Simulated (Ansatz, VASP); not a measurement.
# Two plane-wave programs on TiAl3

Contents of INCAR:

```
  ALGO = Fast
  EDIFF = 1E-6
  ENCUT = 520
  GGA = PE
  ISIF = 2
  ISMEAR = 0
  LASPH = T
  LCHARG = T
  LELF = T
  LREAL = F
  LVHAR = T
  LWAVE = F
  NBANDS = 18
  NELM = 60
  PREC = Accurate
  SIGMA = 0.15
```

The input KPOINTS:

```
k-points
0
Gamma
  14 14 14
```

File POSCAR:

```
TiAl3
1.0
   -1.8520203317      1.9225789803      4.3111351100
    1.8520203317     -1.9225789803      4.3111351100
    1.8520203317      1.9225789803     -4.3111351100
Ti Al
1 3
Direct
    0.0000000000      0.0000000000      0.0000000000
    0.5000000000      0.5000000000      0.0000000000
    0.7500000000      0.2500000000      0.5000000000
    0.2500000000      0.7500000000      0.5000000000
```

Input for Ansatz:

```yaml
crystal:
  lattice:
    - [-1.8520203317, 1.9225789803, 4.31113511]
    - [1.8520203317, -1.9225789803, 4.31113511]
    - [1.8520203317, 1.9225789803, -4.31113511]
  atoms:
    - { symbol: Ti, position: [0.0, 0.0, 0.0] }
    - { symbol: Al, position: [0.5, 0.5, 0.0] }
    - { symbol: Al, position: [0.75, 0.25, 0.5] }
    - { symbol: Al, position: [0.25, 0.75, 0.5] }
basis:
  ecutwfc: 520.0
kpoints:
  mp_grid: { grid: [14, 14, 14] }
hamiltonian:
  xc: pbe
  pseudopotentials: { kind: paw, azcp: { folder: soft_1 } }
scf:
  occupations: { method: gaussian, width: 0.15 }
output:
  forces: true
  stress: true
  eigenvalues: true
```

Change from the starting cell: normal strain along x -0.0367, normal strain along y +0.0000.

Alike in both runs: task single point; functional PBE; k mesh 14 × 14 × 14; occupations gaussian, width 0.15 eV; no spin polarisation.

|  | VASP | Ansatz |
| --- | --- | --- |
| version | VASP 6.6.1 | Ansatz 0.2.0 |
| potentials or method | VASP PAW PBE potentials, release 64 (Ti_sv, Al), cutoff 520 eV | scalar-relativistic, plane waves, PAW |
| valence electrons in the cell | 21 | 21 |

```tsv
	VASP	Ansatz	Ansatz less VASP
gap on the k mesh at the Fermi level (eV)	none	none	-
pressure (GPa)	4.4	4.4	+0.01
traceless stress, the component that is largest in VASP (GPa)	3.22	3.22	-0.005
rms of the force components (eV/Å)	0.007	0.008	+0.0002
```

Atom by atom the forces differ by 0.000 eV/Å (rms over components). A gap of «none» marks a metal or a gap that the smearing closes.
